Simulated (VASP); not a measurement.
# HCl (Pm-3m) in VASP: single point with PBEsol

Aim: the single point of HCl with PBEsol.

Program: VASP 6.6.1. These are calculated values, not measurements. Logs are shortened: lines on timing, memory, paths and dates and some standing lists are left out, and cuts for length are marked.

**1. The cell of the first run**

Symmetry: Pm-3m, No. 221, cubic system. Conventional cell: a = 3.449 Å, b = 3.449 Å, c = 3.449 Å, α = 90.00°, β = 90.00°, γ = 90.00°. H (site symmetry m-3m) has 8 Cl at 2.99 Å and 6 H at 3.45 Å within 3.9 Å. Cl (site symmetry m-3m) has 8 H at 2.99 Å and 6 Cl at 3.45 Å within 3.9 Å.

**2. Single point, PBEsol**

The input, INCAR:

```
SYSTEM = HCl
PREC = Accurate
ENCUT = 520
EDIFF = 1E-6
ISMEAR = 0
SIGMA = 0.15
LREAL = .False.
LASPH = .True.
NELM = 60
ALGO = Normal
ISIF = 2
LWAVE = .False.
LCHARG = .False.
GGA = PS
NBANDS = 11
```

The input, KPOINTS:

```
regular mesh
0
Gamma
  16 16 16
  0 0 0
```

The input, POSCAR:

```
HCl
1.0
   -1.1496779580      2.2993559161      2.2993559161
    2.2993559161     -1.1496779580      2.2993559161
    2.2993559161      2.2993559161     -1.1496779580
H Cl
1 1
Direct
    0.0000000000      0.0000000000      0.0000000000
    0.5000000000      0.5000000000      0.5000000000
```

Potentials or basis: VASP PAW PBE potentials, release 64 (H, Cl).

Command:

```sh
$ cat potpaw_PBE.64/H/POTCAR potpaw_PBE.64/Cl/POTCAR > POTCAR
$ mpirun -np 1 vasp_std > vasp.out
```

OUTCAR:

```text
SYSTEM = HCl
   PREC = Accurate
   ENCUT = 520
   EDIFF = 1E-6
   ISMEAR = 0
   LREAL = .False.
   LASPH = .True.
   NELM = 60
   ISIF = 2
   GGA = PS

 ion  position               nearest neighbor table
   1  0.000  0.000  0.000-
   2  0.500  0.500  0.500-

  LATTYP: Found a simple cubic cell.
 ALAT       =     3.4490338741

  Lattice vectors:

 A1 = (  -1.1496779580,   2.2993559161,   2.2993559161)
 A2 = (   2.2993559161,  -1.1496779580,   2.2993559161)
 A3 = (   2.2993559161,   2.2993559161,  -1.1496779580)

Analysis of symmetry for initial positions (statically):
=====================================================================
 Subroutine PRICEL returns:
 Original cell was already a primitive cell.

 Routine SETGRP: Setting up the symmetry group for a
 simple cubic supercell.

 Subroutine GETGRP returns: Found 48 space group operations
 (whereof 48 operations were pure point group operations)
 out of a pool of 48 trial point group operations.

The static configuration has the point symmetry O_h .

Analysis of symmetry for dynamics (positions and initial velocities):
=====================================================================
 Subroutine PRICEL returns:
 Original cell was already a primitive cell.

 Routine SETGRP: Setting up the symmetry group for a
 simple cubic supercell.

 Subroutine GETGRP returns: Found 48 space group operations
 (whereof 48 operations were pure point group operations)
 out of a pool of 48 trial point group operations.

The dynamic configuration has the point symmetry O_h .

 Subroutine INISYM returns: Found 48 space group operations
 (whereof 48 operations are pure point group operations),
 and found     1 'primitive' translations

----------------------------------------------------------------------------------------

                                     Primitive cell

  volume of cell :      41.0291

  direct lattice vectors                    reciprocal lattice vectors
    -1.149677958  2.299355916  2.299355916    -0.096645422  0.193290843  0.193290843
     2.299355916 -1.149677958  2.299355916     0.193290843 -0.096645422  0.193290843
     2.299355916  2.299355916 -1.149677958     0.193290843  0.193290843 -0.096645422

  length of vectors
     3.449033874  3.449033874  3.449033874     0.289936265  0.289936265  0.289936265

  position of ions in fractional coordinates (direct lattice)
     0.000000000  0.000000000  0.000000000
     0.500000000  0.500000000  0.500000000

  ion indices of the primitive-cell ions
   primitive index   ion index
                 1           1
                 2           2

----------------------------------------------------------------------------------------

 KPOINTS: regular mesh

Automatic generation of k-mesh.
 Grid dimensions read from file:
 generate k-points for:   16   16   16

 Generating k-lattice:

  Cartesian coordinates                     Fractional coordinates (reciprocal lattice)
    -0.006040339  0.012080678  0.012080678     0.062500000  0.000000000  0.000000000
     0.012080678 -0.006040339  0.012080678     0.000000000  0.062500000  0.000000000
     0.012080678  0.012080678 -0.006040339     0.000000000  0.000000000  0.062500000

  Length of vectors
     0.018121017  0.018121017  0.018121017

  Shift w.r.t. Gamma in fractional coordinates (k-lattice)
     0.000000000  0.000000000  0.000000000

 Subroutine IBZKPT returns following result:
 ===========================================

 Found    165 irreducible k-points:

 Following reciprocal coordinates:
            Coordinates               Weight
  0.000000  0.000000  0.000000      1.000000
  0.062500  0.000000  0.000000      6.000000
  0.125000  0.000000  0.000000      6.000000
  0.187500  0.000000  0.000000      6.000000
  0.250000  0.000000  0.000000      6.000000
  0.312500  0.000000  0.000000      6.000000
[... 16 lines left out ...]
  0.437500  0.125000  0.000000     24.000000
  0.500000  0.125000  0.000000     12.000000
 [... further k-points ...]
   k-points           NKPTS =    165   k-points in BZ     NKDIM =    165   number of bands    NBANDS=     11
   number of dos      NEDOS =    301   number of ions     NIONS =      2
   total plane-waves  NPLWV =  21952
   dimension x,y,z NGX =    28 NGY =   28 NGZ =   28
   dimension x,y,z NGXF=    56 NGYF=   56 NGZF=   56
   ions per type =               1   1
   NGX,Y,Z   is equivalent  to a cutoff of  13.50, 13.50, 13.50 a.u.
   NGXF,Y,Z  is equivalent  to a cutoff of  26.99, 26.99, 26.99 a.u.
 SYSTEM =  HCl
   PREC   = accura    normal or accurate (medium, high low for compatibility)
   ISTART =      0    job   : 0-new  1-cont  2-samecut
   ICHARG =      2    charge: 1-file 2-atom 10-const
   ISPIN  =      1    spin polarized calculation?
   LNONCOLLINEAR =      F non collinear calculations
   LSORBIT =      F    spin-orbit coupling
   LASPH  =      T    aspherical Exc in radial PAW
   ENCUT  =  520.0 eV  38.22 Ry    6.18 a.u.   6.41  6.41  6.41*2*pi/ulx,y,z
   NELM   =     60;   NELMIN=  2; NELMDL= -5     # of ELM steps
   EDIFF  = 0.1E-05   stopping-criterion for ELM
   LREAL  =      F    real-space projection
   EDIFFG = 0.1E-04   stopping-criterion for IOM
   NSW    =      0    number of steps for IOM
   IBRION =     -1    ionic relax: 0-MD 1-quasi-New 2-CG
   NFREE  =      0    steps in history (QN), initial steepest desc. (CG)
   ISIF   =      2    stress and relaxation
   ISYM   =      2    0-nonsym 1-usesym 2-fastsym
   POTIM  = 0.5000    time-step for ionic-motion
   TEBEG  =    0.0;   TEEND  =   0.0 temperature during run
   PSTRESS=    0.0 pullay stress
   NELECT =       8.0000    total number of electrons
   NUPDOWN=      -1.0000    fix difference up-down
   EMIN   =  10.00;   EMAX   =-10.00  energy-range for DOS
   EFERMI =   0.00;   METHOD = LEGACY
   ISMEAR =     0;   SIGMA  =   0.15  broadening in eV -4-tet -1-fermi 0-gaus
   EFERMI_NEDOS =   21; number of points for ismear=-14 and -15
   IALGO  =     38    algorithm
   IMIX   =      4    mixing-type and parameters
     AMIX     =   0.40;   BMIX     =  1.00
     AMIX_MAG =   1.60;   BMIX_MAG =  1.00
  volume/ion in A,a.u.               =      20.51       138.44
  Fermi-wavevector in a.u.,A,eV,Ry     =   0.949308  1.793933 12.261388  0.901187
  Thomas-Fermi vector in A             =   2.077579
   LORBIT       =      0    0 simple, 1 ext, 2 COOP (PROOUT), +10 PAW based schemes
   GGA     = PS    functional components
   LHFCALC =     F    Hartree Fock is set to
   AEXX    =    0.0000 exact exchange contribution
   IVDW    =     0    specifies the selected vdW correction
   LEPSILON=     F    determine dielectric tensor
   LRPA    =     F    only Hartree local field effects (RPA)
 non-spin polarized calculation
 Gauss-broadening in eV      SIGMA  =   0.15
  energy-cutoff  :      520.00
  volume of cell :       41.03
 maximum number of plane-waves:      1141
 NGX is ok and might be reduce to    28
   NGX = 13   NGY = 13   NGZ = 13

 number of electron       7.9999998 magnetization

 Free energy of the ion-electron system (eV)
  ---------------------------------------------------
  ext. energy  EPLUGINS =         0.00000000
  ---------------------------------------------------
  free energy    TOTEN  =        -2.28484164 eV

  energy without entropy =       -2.25552211  energy(sigma->0) =       -2.27018188

 E-fermi :  -1.8251     XC(G=0):  -7.8786

 val. band max:       -1.8259495258   @ k =   0.4375   0.2500   0.0000
 cond. band min:      -1.8203092969   @ k =   0.5000   0.3750   0.0625
 fundamental gap:      0.0056402288
 Fermi energy:        -1.8250739998

 k-point     1 :       0.0000    0.0000    0.0000
  band No.  band energies     occupation
      1     -15.3161      2.00000
      2      -2.7718      2.00000
      3      -2.1755      1.99905
      4      -2.1755      1.99905
      5      -2.1755      1.99905
      6       8.3566      0.00000
      7       8.3566      0.00000
      8       9.9206      0.00000
      9      13.8906      0.00000
     10      13.8906      0.00000
     11      13.8906      0.00000

 k-point     2 :       0.0625    0.0000    0.0000
  band No.  band energies     occupation
      1     -15.3040      2.00000
      2      -2.9973      2.00000
      3      -2.1662      1.99870
      4      -2.1662      1.99870
      5      -1.9955      1.89197
      6       8.3946      0.00000
      7       8.4101      0.00000
      8       9.8272      0.00000
      9      13.6069      0.00000
     10      13.6069      0.00000
     11      14.0588      0.00000

 k-point     3 :       0.1250    0.0000    0.0000
  band No.  band energies     occupation
      1     -15.2691      2.00000
      2      -3.4129      2.00000
      3      -2.1396      1.99698
      4      -2.1396      1.99698
      5      -1.7041      0.25392
      6       8.3666      0.00000
      7       8.5068      0.00000
      8       9.8281      0.00000
      9      13.0312      0.00000
     10      13.0312      0.00000
     11      14.4730      0.00000

 k-point     4 :       0.1875    0.0000    0.0000
  band No.  band energies     occupation
      1     -15.2158      2.00000
      2      -3.8652      2.00000
      3      -2.0992      1.99026
      4      -2.0992      1.99026
      5      -1.4193      0.00013
      6       7.9615      0.00000
      7       8.6880      0.00000
      8      10.3026      0.00000
      9      12.4109      0.00000
     10      12.4109      0.00000
     11      14.9911      0.00000

 k-point     5 :       0.2500    0.0000    0.0000
  band No.  band energies     occupation
      1     -15.1512      2.00000
      2      -4.3025      2.00000
      3      -2.0507      1.96662
      4      -2.0507      1.96662
      5      -1.1537      0.00000
      6       7.3893      0.00000
      7       8.9274      0.00000
      8      11.0988      0.00000
      9      11.8366      0.00000
     10      11.8366      0.00000
     11      15.5412      0.00000
[... 211 lines left out ...]
 k-point    21 :       0.3125    0.1250    0.0000
  band No.  band energies     occupation
      1     -15.0424      2.00000
      2      -4.5889      2.00000
      3      -2.4427      2.00000
      4      -1.9695      1.82671
      5      -0.8525      0.00000
      6       7.0994      0.00000
      7       9.3461      0.00000
      8      10.9673      0.00000
      9      11.4783      0.00000
     10      11.9556      0.00000
     11      14.8610      0.00000

 k-point    22 :       0.3750    0.1250    0.0000
  band No.  band energies     occupation
      1     -14.9856      2.00000
      2      -4.8673      2.00000
      3      -2.3560      2.00000
      4      -1.9278      1.66701
      5      -0.7699      0.00000
      6       6.7189      0.00000
      7       9.5971      0.00000
      8      10.6817      0.00000
      9      11.1420      0.00000
     10      12.5359      0.00000
     11      15.0141      0.00000

 k-point    23 :       0.4375    0.1250    0.0000
  band No.  band energies     occupation
      1     -14.9468      2.00000
      2      -5.0472      2.00000
      3      -2.2902      1.99999
      4      -1.8994      1.51675
      5      -0.7222      0.00000
      6       6.4761      0.00000
      7       9.8475      0.00000
      8      10.3648      0.00000
      9      10.9289      0.00000
     10      13.0087      0.00000
     11      15.1387      0.00000

 k-point    24 :       0.5000    0.1250    0.0000
  band No.  band energies     occupation
      1     -14.9330      2.00000
      2      -5.1093      2.00000
      3      -2.2657      1.99997
      4      -1.8894      1.45599
      5      -0.7068      0.00000
      6       6.3928      0.00000
      7      10.0758      0.00000
      8      10.1150      0.00000
      9      10.8560      0.00000
     10      13.1780      0.00000
     11      15.1868      0.00000

 [... further k-points ...]
[... 5 lines left out ...]
  --------------------------------------------------------------------------------------
  -------------------------------------------------------------------------------------
  Total       -2.0236533     -2.0236533     -2.0236533     -0.0000000     -0.0000000     -0.0000000
  in kB      -79.0231460    -79.0231460    -79.0231460     -0.0000000     -0.0000000     -0.0000000
  external PRESSURE =     -79.0231460 kB  Pullay stress =       0.0000000 kB

 VOLUME and BASIS-vectors are now :
 -----------------------------------------------------------------------------
  energy-cutoff  :      520.00
  volume of cell :       41.03
      direct lattice vectors                 reciprocal lattice vectors
    -1.149677958  2.299355916  2.299355916    -0.096645422  0.193290843  0.193290843
     2.299355916 -1.149677958  2.299355916     0.193290843 -0.096645422  0.193290843
     2.299355916  2.299355916 -1.149677958     0.193290843  0.193290843 -0.096645422

 POSITION                                       TOTAL-FORCE (eV/Angst)
 -----------------------------------------------------------------------------------
      0.00000      0.00000      0.00000         0.000000      0.000000     -0.000000
      1.72452      1.72452      1.72452        -0.000000     -0.000000      0.000000
 -----------------------------------------------------------------------------------
    total drift:                                0.000000      0.000000      0.000000

  FREE ENERGIE OF THE ION-ELECTRON SYSTEM (eV)
  ---------------------------------------------------
  free  energy   TOTEN  =        -2.2848416399 eV

  energy  without entropy=       -2.2555221146  energy(sigma->0) =       -2.27018188
```

Run time: 41 s. Hardware: 1 thread of Intel Xeon Platinum 8559C (Emerald Rapids), shared host; peak memory 0.19 GiB.

Results:

| Property | Result |
| --- | --- |
| Free energy | -2.2848 eV |
| Pressure | -7.9 GPa |
| Band gap on the k mesh | zero (bands 4 and 5 overlap by 0.40 eV) |

Caveat: the cell stands under tension; the PAW data sets were made with another functional, which shifts forces and pressure a little.
